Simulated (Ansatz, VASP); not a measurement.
# TiAl in VASP and in Ansatz

```xyz
2
Lattice="3.1975 0.0000 0.0000 0.0000 3.1975 0.0000 0.0000 0.0000 3.1975" Properties=species:S:1:pos:R:3 pbc="T T T"
Ti    0.0000    0.0000    0.0000
Al    1.5988    1.5988    1.5988
```

Alike in both runs: task single point; functional PBE; k mesh 14 × 14 × 14; occupations gaussian, width 0.1 eV; no spin polarisation.

|  | VASP | Ansatz |
| --- | --- | --- |
| version | VASP 6.6.1 | Ansatz 0.2.0 |
| potentials or method | VASP PAW PBE potentials, release 64 (Ti_sv, Al), cutoff 520 eV | scalar-relativistic, plane waves, PAW |
| valence electrons in the cell | 15 | 15 |

```csv
,VASP,Ansatz,Ansatz less VASP
gap on the k mesh at the Fermi level (eV),none,none,-
pressure (GPa),-1.2,-1.2,+0.03
```

A gap of «none» marks a metal or a gap that the smearing closes.
